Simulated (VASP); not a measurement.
# Li (P1) in VASP: a series of runs, part 3 of 4

VASP 6.6.1. Earlier steps stand in the parts before.

## (5) Single point, r2SCAN

File POSCAR:

```
Li
1.0
    7.2053150000      0.0000000000      0.0000000000
    0.0000000000      7.2053150000      0.0000000000
    0.0000000000      0.0000000000      7.2053150000
Li
16
Direct
   -0.0314212495      0.0123242357      0.0074250744
    0.5502465888      0.0175426057     -0.0313102203
   -0.0307134386      0.4560522337     -0.0099509876
    0.0115609102      0.0222613446      0.4763705681
    0.3153644220      0.2062644034      0.2939496746
    0.4385928998      0.5017823648     -0.0165433434
    0.4519996697     -0.0275768651      0.4743581648
    0.7660456205      0.2805706621      0.2950322089
    0.0545291913      0.5134820615      0.5091102887
    0.2272905487      0.7820754540      0.2166178717
    0.2433203822      0.2308851174      0.7810345557
    0.4912623529      0.5031841078      0.4981322815
    0.7289341271      0.7558586960      0.2425292996
    0.7303775060      0.2161598764      0.7005245433
    0.2117464677      0.8329545620      0.7832273815
    0.7515008018      0.7376360367      0.7427988922
```

File INCAR.step1:

```
PREC = Accurate
ENCUT = 520
ISMEAR = -1
SIGMA = 0.11
LREAL = Auto
LASPH = T
NELM = 100
NBANDS = 38
GGA = PE
ALGO = Normal
EDIFF = 1E-4
LWAVE = T
LCHARG = F
```

File INCAR.step2:

```
PREC = Accurate
ENCUT = 520
EDIFF = 1E-6
ISMEAR = -1
SIGMA = 0.11
LREAL = Auto
LASPH = T
NELM = 100
ALGO = Normal
ISIF = 2
LWAVE = F
LCHARG = T
METAGGA = R2SCAN
LMIXTAU = T
LELF = T
LVHAR = T
NBANDS = 38
ISTART = 1
```

File KPOINTS:

```
Automatic mesh
0
Gamma
  2 2 2
```

Potentials or basis: VASP PAW PBE potentials, release 64 (Li_sv).

The run is started by

```bash
> cat potpaw_PBE.64/Li_sv/POTCAR > POTCAR
> cp INCAR.step1 INCAR
> mpirun -np 1 vasp_std > vasp.out
> cp INCAR.step2 INCAR
> mpirun -np 1 vasp_std > vasp.out
```

OUTCAR:

```text
PREC = Accurate
   ENCUT = 520
   EDIFF = 1E-6
   ISMEAR = -1
   LREAL = Auto
   LASPH = T
   NELM = 100
   ISIF = 2
   METAGGA = R2SCAN
   ISTART = 1

 ion  position               nearest neighbor table
   1  0.969  0.012  0.007-
   2  0.550  0.018  0.969-
   3  0.969  0.456  0.990-
   4  0.012  0.022  0.476-
   5  0.315  0.206  0.294-   7 2.34
   6  0.439  0.502  0.983-
   7  0.452  0.972  0.474-   5 2.34
   8  0.766  0.281  0.295-
   9  0.055  0.513  0.509-
  10  0.227  0.782  0.217-
  11  0.243  0.231  0.781-
  12  0.491  0.503  0.498-
  13  0.729  0.756  0.243-
  14  0.730  0.216  0.701-
  15  0.212  0.833  0.783-
  16  0.752  0.738  0.743-

  LATTYP: Found a simple cubic cell.
 ALAT       =     7.2053150000

  Lattice vectors:

 A1 = (   7.2053150000,   0.0000000000,   0.0000000000)
 A2 = (   0.0000000000,   7.2053150000,   0.0000000000)
 A3 = (   0.0000000000,   0.0000000000,   7.2053150000)

Analysis of symmetry for initial positions (statically):
=====================================================================
 Subroutine PRICEL returns:
 Original cell was already a primitive cell.

 Routine SETGRP: Setting up the symmetry group for a
 simple cubic supercell.

 Subroutine GETGRP returns: Found  1 space group operations
 (whereof  1 operations were pure point group operations)
 out of a pool of 48 trial point group operations.

The static configuration has the point symmetry C_1 .
[... 136 lines left out ...]
   NUPDOWN=      -1.0000    fix difference up-down
   EMIN   =  10.00;   EMAX   =-10.00  energy-range for DOS
   EFERMI =   0.00;   METHOD = LEGACY
   ISMEAR =    -1;   SIGMA  =   0.11  broadening in eV -4-tet -1-fermi 0-gaus
   EFERMI_NEDOS =   21; number of points for ismear=-14 and -15
   IALGO  =     38    algorithm
   IMIX   =      4    mixing-type and parameters
     AMIX     =   0.40;   BMIX     =  1.00
     AMIX_MAG =   1.60;   BMIX_MAG =  1.00
  volume/ion in A,a.u.               =      23.38       157.77
  Fermi-wavevector in a.u.,A,eV,Ry     =   0.825725  1.560395  9.276756  0.681822
  Thomas-Fermi vector in A             =   1.937634
   LORBIT       =      0    0 simple, 1 ext, 2 COOP (PROOUT), +10 PAW based schemes
   METAGGA = R2SCAN    functional components
   LHFCALC =     F    Hartree Fock is set to
   AEXX    =    0.0000 exact exchange contribution
   IVDW    =     0    specifies the selected vdW correction
   LEPSILON=     F    determine dielectric tensor
   LRPA    =     F    only Hartree local field effects (RPA)
 non-spin polarized calculation
  energy-cutoff  :      520.00
  volume of cell :      374.08
 maximum number of plane-waves:     10090
 NGX is ok and might be reduce to    54
   NGX = 27   NGY = 27   NGZ = 27

 number of electron      48.0000005 magnetization

 Free energy of the ion-electron system (eV)
  ---------------------------------------------------
  ext. energy  EPLUGINS =         0.00000000
  ---------------------------------------------------
  free energy    TOTEN  =       -36.96422578 eV

  energy without entropy =      -36.61527070  energy(sigma->0) =      -36.78974824

 E-fermi :   0.1111     XC(G=0):  -7.0760

 val. band max:        0.0838687564   @ k =   0.5000   0.0000   0.5000
 cond. band min:       0.1446808060   @ k =   0.5000   0.0000   0.5000
 fundamental gap:      0.0608120495
 Fermi energy:         0.1110536185

 k-point     1 :       0.0000    0.0000    0.0000
  band No.  band energies     occupation
      1     -48.4496      2.00000
      2     -48.4266      2.00000
      3     -48.3511      2.00000
      4     -48.3203      2.00000
      5     -48.3029      2.00000
      6     -48.2598      2.00000
[... 301 lines left out ...]
     35       3.0776      0.00000
     36       3.1524      0.00000
 [bands above 36 left out]

------------------------ aborting loop because EDIFF is reached ----------------------------------------

  FORCE on cell =-STRESS in cart. coord.  units (eV):
  Direction    XX          YY          ZZ          XY          YZ          ZX
  --------------------------------------------------------------------------------------
  -------------------------------------------------------------------------------------
  Total       -2.5229591     -1.7901260     -2.3793386     -0.7384014     -0.3587425     -0.3155547
  in kB      -10.8059230     -7.6671730    -10.1907914     -3.1625995     -1.5365069     -1.3515320
  external PRESSURE =      -9.5546291 kB  Pullay stress =       0.0000000 kB

 VOLUME and BASIS-vectors are now :
 -----------------------------------------------------------------------------
  energy-cutoff  :      520.00
  volume of cell :      374.08
      direct lattice vectors                 reciprocal lattice vectors
     7.205315000  0.000000000  0.000000000     0.138786438  0.000000000  0.000000000
     0.000000000  7.205315000  0.000000000     0.000000000  0.138786438  0.000000000
     0.000000000  0.000000000  7.205315000     0.000000000  0.000000000  0.138786438

 POSITION                                       TOTAL-FORCE (eV/Angst)
 -----------------------------------------------------------------------------------
      6.97891      0.08880      0.05350        -0.052184      0.213773      0.195601
      3.96470      0.12640      6.97972        -0.241466      0.017002      0.318508
      6.98402      3.28600      7.13361         0.021506      0.173123      0.033069
      0.08330      0.16040      3.43240        -0.147524     -0.118367      0.130867
      2.27230      1.48620      2.11800        -0.422570      0.494696     -0.665640
      3.16020      3.61550      7.08611         0.296082      0.072240      0.090013
[... 8 lines left out ...]
      1.52570      6.00170      5.64340         0.187169     -0.401211     -0.189944
      5.41480      5.31490      5.35210         0.064341      0.006866     -0.082077
 -----------------------------------------------------------------------------------
    total drift:                                0.067551      0.062187      0.003926

  FREE ENERGIE OF THE ION-ELECTRON SYSTEM (eV)
  ---------------------------------------------------
  free  energy   TOTEN  =       -36.9642257784 eV

  energy  without entropy=      -36.6152707008  energy(sigma->0) =      -36.78974824
```

OSZICAR.step1:

```text
N       E                     dE             d eps       ncg     rms          rms(c)
DAV:   1     0.264542719154E+03    0.26454E+03   -0.20753E+04   624   0.122E+03
DAV:   2     0.422606944377E+02   -0.22228E+03   -0.20706E+03   624   0.327E+02
DAV:   3    -0.139838856459E+02   -0.56245E+02   -0.54828E+02  1118   0.814E+01
DAV:   4    -0.264059902966E+02   -0.12422E+02   -0.12210E+02  1010   0.652E+01
DAV:   5    -0.295909389643E+02   -0.31849E+01   -0.31831E+01  1092   0.198E+01    0.207E+00
DAV:   6    -0.293015282790E+02    0.28941E+00   -0.10713E+00   794   0.561E+00    0.825E-01
DAV:   7    -0.292987991550E+02    0.27291E-02   -0.18213E-01  1064   0.158E+00    0.312E-01
DAV:   8    -0.292970026998E+02    0.17965E-02   -0.16040E-02   954   0.429E-01    0.120E-01
DAV:   9    -0.292967370583E+02    0.26564E-03   -0.28613E-03   920   0.174E-01    0.521E-02
DAV:  10    -0.292967224776E+02    0.14581E-04   -0.47791E-04   698   0.771E-02
   1 F= -.29296722E+02 E0= -.29104735E+02  d E =-.383975E+00
```

It took 10 min on 1 thread of Intel Xeon Platinum 8488C (Sapphire Rapids), shared host; peak memory 0.43 GiB.

What came out:

```
Free energy            : -36.9642 eV
Largest force          : 0.931 eV/Å
Band gap on the k mesh : zero (band 24 reaches 0.57 eV, above the bottom of band 25 at -0.29 eV)
```

Forces in eV/Å, atoms in the order of the input:
```
Li  -0.052  0.214  0.196
Li  -0.241  0.017  0.319
Li   0.022  0.173  0.033
Li  -0.148 -0.118  0.131
Li  -0.423  0.495 -0.666
Li   0.296  0.072  0.090
Li   0.505 -0.397  0.645
Li  -0.189 -0.119 -0.237
Li  -0.027  0.016 -0.007
Li  -0.002 -0.218 -0.106
Li  -0.015 -0.026 -0.309
Li  -0.145  0.161  0.161
Li   0.091 -0.052  0.041
Li   0.077  0.177 -0.018
Li   0.187 -0.401 -0.190
Li   0.064  0.007 -0.082
```

Caveat: the k points lie up to 0.44 Å⁻¹ apart; the cutoff is under 1.25 times the usual one of these potentials, so pressure, stress and relaxed cells hold a basis-set (Pulay) error; the PAW data sets were made with another functional, which shifts forces and pressure a little.

(Continued in part 4 of 4.)
